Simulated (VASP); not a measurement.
WC: relaxation of cell and atoms with PBE

Crystal: WC.

```
W C
1.0
     3.16385    0.00000    0.00000
     0.00000    3.16385    0.00000
     0.00000    0.00000    3.16385
W C
1 1
Direct
  0.00000 0.00000 0.00000
  0.50000 0.50000 0.50000
```

| Property | Result |
| --- | --- |
| Program | VASP 6.6.1 |
| Task | relaxation of cell and atoms |
| Functional | PBE |
| Potentials or basis | VASP PAW PBE potentials, release 64 (W_sv, C) |
| Cutoff | 600 eV |
| k mesh | 6 × 6 × 6 |
| Occupations | gaussian, width 0.2 eV |
| Spin | no spin polarisation |
| Dipole correction | no |
| Further INCAR settings | ALGO = Normal; EDIFF = 1e-07; IBRION = 2; EDIFFG = -0.08; NSW = 36; ISIF = 3 |

| Quantity | Value |
| --- | --- |
| Relaxed volume | 10.15 Å³/atom |
| Relaxed cell | a = 2.728 Å, b = 2.728 Å, c = 2.728 Å, α = 90.00°, β = 90.00°, γ = 90.00° |
| Space group after relaxing (to 0.05 Å) | Pm-3m (No. 221) |
| Energy gained by relaxing | 1601.0 meV/atom |
| Ionic steps | 7 |
| Pressure after relaxing | -0.4 GPa |
| Band gap on the k mesh | zero (band 9 reaches 18.07 eV, above the bottom of band 10 at 11.16 eV) |

The path:
| step | energy change (eV) | largest force (eV/Å) | pressure (GPa) | volume (Å³) |
| --- | --- | --- | --- | --- |
| 1 | 0.0000 | 0.0000 | -58.98 | 31.67 |
| 2 | 7.2146 | 0.0000 | 628.52 | 11.76 |
| 3 | -1.8359 | 0.0000 | -54.04 | 26.58 |
| 4 | -2.7255 | 0.0000 | -39.79 | 23.61 |
| 5 | -3.1220 | 0.0000 | 24.02 | 19.14 |
| 6 | -3.1981 | 0.0000 | -4.66 | 20.54 |
| 7 | -3.2020 | 0.0000 | -0.38 | 20.29 |

Final structure:
```
W C
1.0
     2.72759    0.00000    0.00000
     0.00000    2.72759    0.00000
     0.00000    0.00000    2.72759
W C
1 1
Direct
  0.00000 0.00000 0.00000
  0.50000 0.50000 0.50000
```

Levels at points of the mesh, in eV from the Fermi level:
```
           k point  band 6  band 7  band 8  band 9  band 10  band 11  band 12  band 13
(0.00, 0.00, 0.00)   -5.47   -5.47   -0.22   -0.22    -0.22     2.53     2.53     2.53
(0.50, 0.00, 0.00)   -9.73   -4.36   -3.67   -3.67     3.04     4.17     6.64     6.64
(0.50, 0.50, 0.00)   -4.76   -4.76   -4.46   -0.36    -0.36     0.95     2.99     5.21
(0.50, 0.50, 0.50)   -8.57   -8.57   -8.42    5.46     5.46     7.82     7.82     7.82
```

Run time: 37 s on 1 thread of AMD EPYC 9R45 96-Core Processor (Zen 5), with other jobs on the host, peak memory 0.15 GiB.

Caveat: the volume moved by over 15 % at a fixed basis, so the end points are rough; spin-orbit coupling is left out, which moves the levels of the heavy elements.
